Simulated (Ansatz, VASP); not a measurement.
## Si2Ni: VASP beside Ansatz

File INCAR:

```
SYSTEM = Si2Ni
PREC = Accurate ; ENCUT = 600
EDIFF = 1E-7 ; ISMEAR = 0
SIGMA = 0.1 ; LREAL = .FALSE.
LASPH = .TRUE. ; NELM = 120
ALGO = Normal ; ISIF = 3
LWAVE = .FALSE. ; LCHARG = .FALSE.
GGA = PE ; IBRION = 2
NSW = 60 ; EDIFFG = -0.04
GGA_COMPAT = .FALSE. ; NELMIN = 4
```

File KPOINTS:

```
Automatic mesh
0
G
  6 6 6
  0 0 0
```

POSCAR

```
Si2Ni
1.0
    0.0000000000      2.6931550000      2.6931550000
    2.6931550000      0.0000000000      2.6931550000
    2.6931550000      2.6931550000      0.0000000000
Si Ni
2 1
Direct
    0.2500000000      0.2500000000      0.2500000000
    0.7500000000      0.7500000000      0.7500000000
    0.0000000000      0.0000000000      0.0000000000
```

Input for Ansatz:

```yaml
crystal:
  lattice:
    - [0.0, 2.693155, 2.693155]
    - [2.693155, 0.0, 2.693155]
    - [2.693155, 2.693155, 0.0]
  atoms:
    - { symbol: Si, position: [0.25, 0.25, 0.25] }
    - { symbol: Si, position: [0.75, 0.75, 0.75] }
    - { symbol: Ni, position: [0.0, 0.0, 0.0] }
basis:
  ecutwfc: 420
kpoints:
  mp_grid: { grid: [6, 6, 6] }
hamiltonian:
  xc: pbe
scf:
  occupations: { method: gaussian, width: 0.1 }
output:
  forces: true
  stress: true
  eigenvalues: true
relax:
  adjacent_minimum: "off"
  f_tol: 0.04
  max_steps: 40
  cell: { stress_tol: 0.4 }
```

Alike in both runs: task relaxation of cell and atoms; functional PBE; k mesh 6 × 6 × 6; occupations gaussian, width 0.1 eV; no spin polarisation.

|  | VASP | Ansatz |
| --- | --- | --- |
| version | VASP 6.6.1 | Ansatz 0.2.0 |
| potentials or method | VASP PAW PBE potentials, release 64 (Si, Ni), cutoff 600 eV | scalar-relativistic, plane waves, PAW |
| valence electrons in the cell | 18 | 26 |

|  | VASP | Ansatz | Ansatz less VASP |
| --- | --- | --- | --- |
| gap on the k mesh at the Fermi level, each at its own relaxed structure (eV) | none | none | - |
| relaxed volume (Å³/atom) | 13.49 | 13.48 | -0.015 |
| relaxed cell length with the largest relative difference (Å) | 3.854 | 3.852 | -0.0015 |

A gap of «none» marks a metal or a gap that the smearing closes. VASP's potentials hold 18 valence electrons a cell and Ansatz's 26, so a difference there can come from the potentials and not from the codes.
